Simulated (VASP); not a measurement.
# Zn (Im-3m) in VASP: notebook

The runs below take Zn through single point, with PBE.

Everything below comes from runs of VASP 6.6.1. Logs are shortened: lines on timing, memory, paths and dates and some standing lists are left out, and cuts for length are marked.

## 1. The cell of the first run

The structure is cubic, space group Im-3m (No. 229). Conventional cell: a = 3.001 Å, b = 3.001 Å, c = 3.001 Å, α = 90.00°, β = 90.00°, γ = 90.00°. Zn (site symmetry m-3m) has 14 Zn at 2.60 to 3.00 Å within 3.4 Å.

## 2. Single point, PBE (volume scaled by 0.88)

Contents of INCAR:

```
SYSTEM = Zn
  PREC = Accurate
  ENCUT = 520
  EDIFF = 1E-7
  ISMEAR = 0
  SIGMA = 0.1
  LREAL = .False.
  LASPH = .True.
  NELM = 80
  ALGO = Fast
  ISIF = 2
  LWAVE = .False.
  LCHARG = .False.
  GGA = PE
  NBANDS = 12
```

Contents of KPOINTS:

```
regular mesh
0
Gamma
  18 18 18
  0 0 0
```

Contents of POSCAR:

```
Zn
1.0
   -1.5006708036      1.5006708036      1.5006708036
    1.5006708036     -1.5006708036      1.5006708036
    1.5006708036      1.5006708036     -1.5006708036
Zn
1
Direct
    0.0000000000      0.0000000000      0.0000000000
```

Potentials or basis: VASP PAW PBE potentials, release 64 (Zn).

Run with:

```bash
> cat potpaw_PBE.64/Zn/POTCAR > POTCAR
> mpirun -np 1 vasp_std > vasp.out
```

OUTCAR:

```text
SYSTEM = Zn
   PREC = Accurate
   ENCUT = 520
   EDIFF = 1E-7
   ISMEAR = 0
   LREAL = .False.
   LASPH = .True.
   NELM = 80
   ISIF = 2
   GGA = PE

 ion  position               nearest neighbor table
   1  0.000  0.000  0.000-

  LATTYP: Found a body centered cubic cell.
 ALAT       =     3.0013416072

  Lattice vectors:

 A1 = (  -1.5006708036,   1.5006708036,   1.5006708036)
 A2 = (   1.5006708036,  -1.5006708036,   1.5006708036)
 A3 = (   1.5006708036,   1.5006708036,  -1.5006708036)

Analysis of symmetry for initial positions (statically):
=====================================================================
 Subroutine PRICEL returns:
 Original cell was already a primitive cell.

 Routine SETGRP: Setting up the symmetry group for a
 body centered cubic supercell.

 Subroutine GETGRP returns: Found 48 space group operations
 (whereof 48 operations were pure point group operations)
 out of a pool of 48 trial point group operations.

The static configuration has the point symmetry O_h .

Analysis of symmetry for dynamics (positions and initial velocities):
=====================================================================
 Subroutine PRICEL returns:
 Original cell was already a primitive cell.

 Routine SETGRP: Setting up the symmetry group for a
 body centered cubic supercell.

 Subroutine GETGRP returns: Found 48 space group operations
 (whereof 48 operations were pure point group operations)
 out of a pool of 48 trial point group operations.

The dynamic configuration has the point symmetry O_h .

 Subroutine INISYM returns: Found 48 space group operations
 (whereof 48 operations are pure point group operations),
 and found     1 'primitive' translations

----------------------------------------------------------------------------------------

                                     Primitive cell

  volume of cell :      13.5181

  direct lattice vectors                    reciprocal lattice vectors
    -1.500670804  1.500670804  1.500670804     0.000000000  0.333184333  0.333184333
     1.500670804 -1.500670804  1.500670804     0.333184333  0.000000000  0.333184333
     1.500670804  1.500670804 -1.500670804     0.333184333  0.333184333  0.000000000

  length of vectors
     2.599238077  2.599238077  2.599238077     0.471193802  0.471193802  0.471193802

  position of ions in fractional coordinates (direct lattice)
     0.000000000  0.000000000  0.000000000

  ion indices of the primitive-cell ions
   primitive index   ion index
                 1           1

----------------------------------------------------------------------------------------

 KPOINTS: regular mesh

Automatic generation of k-mesh.
 Grid dimensions read from file:
 generate k-points for:   18   18   18

 Generating k-lattice:

  Cartesian coordinates                     Fractional coordinates (reciprocal lattice)
     0.000000000  0.018510241  0.018510241     0.055555556  0.000000000  0.000000000
     0.018510241  0.000000000  0.018510241     0.000000000  0.055555556  0.000000000
     0.018510241  0.018510241  0.000000000     0.000000000  0.000000000  0.055555556

  Length of vectors
     0.026177433  0.026177433  0.026177433

  Shift w.r.t. Gamma in fractional coordinates (k-lattice)
     0.000000000  0.000000000  0.000000000

 Subroutine IBZKPT returns following result:
 ===========================================

 Found    195 irreducible k-points:

 Following reciprocal coordinates:
            Coordinates               Weight
  0.000000  0.000000  0.000000      1.000000
  0.055556  0.000000  0.000000     12.000000
  0.111111  0.000000  0.000000     12.000000
  0.166667  0.000000  0.000000     12.000000
  0.222222  0.000000  0.000000     12.000000
  0.277778  0.000000  0.000000     12.000000
[... 16 lines left out ...]
  0.333333  0.111111 -0.000000     48.000000
  0.388889  0.111111 -0.000000     48.000000
 [... further k-points ...]
   k-points           NKPTS =    195   k-points in BZ     NKDIM =    195   number of bands    NBANDS=     12
   number of dos      NEDOS =    301   number of ions     NIONS =      1
   total plane-waves  NPLWV =   8000
   dimension x,y,z NGX =    20 NGY =   20 NGZ =   20
   dimension x,y,z NGXF=    40 NGYF=   40 NGZF=   40
   ions per type =               1
   NGX,Y,Z   is equivalent  to a cutoff of  12.79, 12.79, 12.79 a.u.
   NGXF,Y,Z  is equivalent  to a cutoff of  25.58, 25.58, 25.58 a.u.
 SYSTEM =  Zn
   PREC   = accura    normal or accurate (medium, high low for compatibility)
   ISTART =      0    job   : 0-new  1-cont  2-samecut
   ICHARG =      2    charge: 1-file 2-atom 10-const
   ISPIN  =      1    spin polarized calculation?
   LNONCOLLINEAR =      F non collinear calculations
   LSORBIT =      F    spin-orbit coupling
   LASPH  =      T    aspherical Exc in radial PAW
   ENCUT  =  520.0 eV  38.22 Ry    6.18 a.u.   4.83  4.83  4.83*2*pi/ulx,y,z
   NELM   =     80;   NELMIN=  2; NELMDL= -5     # of ELM steps
   EDIFF  = 0.1E-06   stopping-criterion for ELM
   LREAL  =      F    real-space projection
   EDIFFG = 0.1E-05   stopping-criterion for IOM
   NSW    =      0    number of steps for IOM
   IBRION =     -1    ionic relax: 0-MD 1-quasi-New 2-CG
   NFREE  =      0    steps in history (QN), initial steepest desc. (CG)
   ISIF   =      2    stress and relaxation
   ISYM   =      2    0-nonsym 1-usesym 2-fastsym
   POTIM  = 0.5000    time-step for ionic-motion
   TEBEG  =    0.0;   TEEND  =   0.0 temperature during run
   PSTRESS=    0.0 pullay stress
   NELECT =      12.0000    total number of electrons
   NUPDOWN=      -1.0000    fix difference up-down
   EMIN   =  10.00;   EMAX   =-10.00  energy-range for DOS
   EFERMI =   0.00;   METHOD = LEGACY
   ISMEAR =     0;   SIGMA  =   0.10  broadening in eV -4-tet -1-fermi 0-gaus
   EFERMI_NEDOS =   21; number of points for ismear=-14 and -15
   IALGO  =     68    algorithm
   IMIX   =      4    mixing-type and parameters
     AMIX     =   0.40;   BMIX     =  1.00
     AMIX_MAG =   1.60;   BMIX_MAG =  1.00
  volume/ion in A,a.u.               =      13.52        91.22
  Fermi-wavevector in a.u.,A,eV,Ry     =   1.573366  2.973231 33.680966  2.475481
  Thomas-Fermi vector in A             =   2.674661
   LORBIT       =      0    0 simple, 1 ext, 2 COOP (PROOUT), +10 PAW based schemes
   GGA     = PE    functional components
   LHFCALC =     F    Hartree Fock is set to
   AEXX    =    0.0000 exact exchange contribution
   IVDW    =     0    specifies the selected vdW correction
   LEPSILON=     F    determine dielectric tensor
   LRPA    =     F    only Hartree local field effects (RPA)
 non-spin polarized calculation
 RMM-DIIS sequential band-by-band and
 Gauss-broadening in eV      SIGMA  =   0.10
  energy-cutoff  :      520.00
  volume of cell :       13.52
 maximum number of plane-waves:       376
   NGX =  9   NGY =  9   NGZ =  9

 number of electron      11.9999996 magnetization

 Free energy of the ion-electron system (eV)
  ---------------------------------------------------
  ext. energy  EPLUGINS =         0.00000000
  ---------------------------------------------------
  free energy    TOTEN  =        -0.95916979 eV

  energy without entropy =       -0.95717131  energy(sigma->0) =       -0.95817055

 E-fermi :   4.2176     XC(G=0): -12.1974

 val. band max:        4.2130507322   @ k =  -0.3889   0.5000   0.2778
 cond. band min:       4.2348868871   @ k =  -0.4444   0.5000   0.1111
 fundamental gap:      0.0218361550
 Fermi energy:         4.2176426952

 k-point     1 :       0.0000    0.0000    0.0000
  band No.  band energies     occupation
      1      -7.3591      2.00000
      2      -4.0571      2.00000
      3      -4.0571      2.00000
      4      -4.0571      2.00000
      5      -3.4295      2.00000
      6      -3.4295      2.00000
      7      25.4140      0.00000
      8      25.4140      0.00000
      9      25.4140      0.00000
     10      26.0155      0.00000
     11      26.0155      0.00000
     12      26.0155      0.00000

 k-point     2 :       0.0556    0.0000    0.0000
  band No.  band energies     occupation
      1      -7.2520      2.00000
      2      -4.0690      2.00000
      3      -4.0550      2.00000
      4      -4.0283      2.00000
      5      -3.4410      2.00000
      6      -3.4287      2.00000
      7      23.4246      0.00000
      8      24.4535      0.00000
      9      24.6703      0.00000
     10      25.3261      0.00000
     11      25.4268      0.00000
     12      25.9558      0.00000

 k-point     3 :       0.1111    0.0000    0.0000
  band No.  band energies     occupation
      1      -6.9353      2.00000
      2      -4.1032      2.00000
      3      -4.0483      2.00000
      4      -3.9447      2.00000
      5      -3.4696      2.00000
      6      -3.4263      2.00000
      7      20.3197      0.00000
      8      22.8865      0.00000
      9      23.2364      0.00000
     10      24.2402      0.00000
     11      24.8185      0.00000
     12      26.2940      0.00000
[... 286 lines left out ...]
 k-point    23 :       0.3333    0.1111   -0.0000
  band No.  band energies     occupation
      1      -4.7805      2.00000
      2      -4.3725      2.00000
      3      -3.5475      2.00000
      4      -3.4759      2.00000
      5      -3.2721      2.00000
      6      -1.0275      2.00000
      7       6.9060      0.00000
      8      14.0368      0.00000
      9      17.2909      0.00000
     10      22.6141      0.00000
     11      25.8735      0.00000
     12      29.3750      0.00000

 k-point    24 :       0.3889    0.1111   -0.0000
  band No.  band energies     occupation
      1      -4.8010      2.00000
      2      -4.4036      2.00000
      3      -3.5012      2.00000
      4      -3.4607      2.00000
      5      -3.1783      2.00000
      6       0.4104      2.00000
      7       4.8043      0.00000
      8      13.6858      0.00000
      9      16.9376      0.00000
     10      22.4001      0.00000
     11      25.7224      0.00000
     12      30.6717      0.00000

 [... further k-points ...]
[... 5 lines left out ...]
  --------------------------------------------------------------------------------------
  -------------------------------------------------------------------------------------
  Total        1.0335965      1.0335965      1.0335965      0.0000000     -0.0000000      0.0000000
  in kB      122.5026042    122.5026042    122.5026042      0.0000000     -0.0000000      0.0000000
  external PRESSURE =     122.5026042 kB  Pullay stress =       0.0000000 kB

 VOLUME and BASIS-vectors are now :
 -----------------------------------------------------------------------------
  energy-cutoff  :      520.00
  volume of cell :       13.52
      direct lattice vectors                 reciprocal lattice vectors
    -1.500670804  1.500670804  1.500670804     0.000000000  0.333184333  0.333184333
     1.500670804 -1.500670804  1.500670804     0.333184333  0.000000000  0.333184333
     1.500670804  1.500670804 -1.500670804     0.333184333  0.333184333  0.000000000

 POSITION                                       TOTAL-FORCE (eV/Angst)
 -----------------------------------------------------------------------------------
      0.00000      0.00000      0.00000         0.000000     -0.000000      0.000000
 -----------------------------------------------------------------------------------
    total drift:                                0.000000     -0.000000      0.000000

  FREE ENERGIE OF THE ION-ELECTRON SYSTEM (eV)
  ---------------------------------------------------
  free  energy   TOTEN  =        -0.9591697926 eV

  energy  without entropy=       -0.9571713113  energy(sigma->0) =       -0.95817055
```

Wall time 19 s (1 thread of Intel Xeon 6975P-C, shared host); peak memory 0.14 GiB.

Results:

| Item | Value |
| --- | --- |
| Free energy | -0.9592 eV |
| Pressure | 12.3 GPa |
| Band gap on the k mesh | zero (band 6 reaches 8.54 eV, above the bottom of band 7 at 3.38 eV) |

Levels at points of the mesh, in eV from the Fermi level:
```tsv
k point	band 4	band 5	band 6	band 7	band 8	band 9
(0.00, 0.00, 0.00)	-8.27	-7.65	-7.65	21.20	21.20	21.20
(0.50, 0.00, 0.00)	-7.60	-7.22	-3.33	-0.84	12.33	13.49
(0.50, 0.50, 0.50)	-7.32	-7.32	4.32	4.32	4.32	8.96
```

(Continued in part 2 of 2.)
